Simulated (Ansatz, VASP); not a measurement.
**One calculation of Rb, two programs**

File POSCAR:

```
Rb
1.0
   -2.8692315056      2.9511568615      2.7308451955
    2.9511568615     -2.8692315056      2.7308451955
    2.9578668615      2.9578668615     -2.6422098397
Rb
1
Direct
    0.0000000000      0.0000000000      0.0000000000
```

INCAR.step1

```
SYSTEM = Rb
PREC = Accurate ; ENCUT = 520
ISMEAR = -1 ; SIGMA = 0.08
LREAL = .FALSE. ; LASPH = .TRUE.
NELM = 100 ; NBANDS = 10
GGA = PE ; ALGO = Normal
EDIFF = 1E-4 ; LWAVE = .TRUE.
LCHARG = .FALSE.
```

INCAR.step2

```
SYSTEM = Rb
PREC = Accurate ; ENCUT = 520
EDIFF = 1E-8 ; ISMEAR = -1
SIGMA = 0.08 ; LREAL = .FALSE.
LASPH = .TRUE. ; NELM = 100
ALGO = Normal ; ISIF = 2
LWAVE = .FALSE. ; LCHARG = .FALSE.
METAGGA = R2SCAN ; LMIXTAU = .TRUE.
LEFG = .TRUE. ; NBANDS = 10
ISTART = 1
```

KPOINTS

```
Automatic mesh
0
G
  10 10 10
  0 0 0
```

Input for Ansatz:

```yaml
crystal:
  lattice:
    - [-2.8692315056, 2.9511568615, 2.7308451955]
    - [2.9511568615, -2.8692315056, 2.7308451955]
    - [2.9578668615, 2.9578668615, -2.6422098397]
  atoms:
    - { symbol: Rb, position: [0.0, 0.0, 0.0] }
kpoints:
  mp_grid: { grid: [10, 10, 10] }
scf:
  occupations: { method: fermi_dirac, width: 0.08 }
hamiltonian:
  xc: r2scan
  pseudopotentials: { kind: all_electron, datasets: crystal }
output:
  forces: true
  stress: true
  eigenvalues: true
  efg: { contact_densities: true }
```

Change from the starting cell: equal xy, yz and zx shear strains of +3 %, crystal datasets.

Alike in both runs: task electric field gradients; functional r2SCAN; k mesh 10 × 10 × 10; occupations fermi-dirac, width 0.08 eV; no spin polarisation.

|  | VASP | Ansatz |
| --- | --- | --- |
| version | VASP 6.6.1 | Ansatz 0.2.0 |
| potentials or method | VASP PAW PBE potentials, release 64 (Rb_sv), cutoff 520 eV | all-electron PAW with datasets made for the crystal, scalar-relativistic |

Ansatz gave:

- pressure (GPa): 0.0
- traceless stress, the component that is largest in VASP (GPa): -0.06
- size of Vzz on the site where it differs most (V/Å²): 2.6

What did VASP give for the same quantities?

Pressure (GPa): 0.0; traceless stress, the component that is largest in VASP (GPa): -0.06; size of Vzz on the site where it differs most (V/Å²): 2.2.

VASP's potentials were made for PBE, not for r2SCAN. Ansatz ran all-electron here, and VASP with PAW potentials.
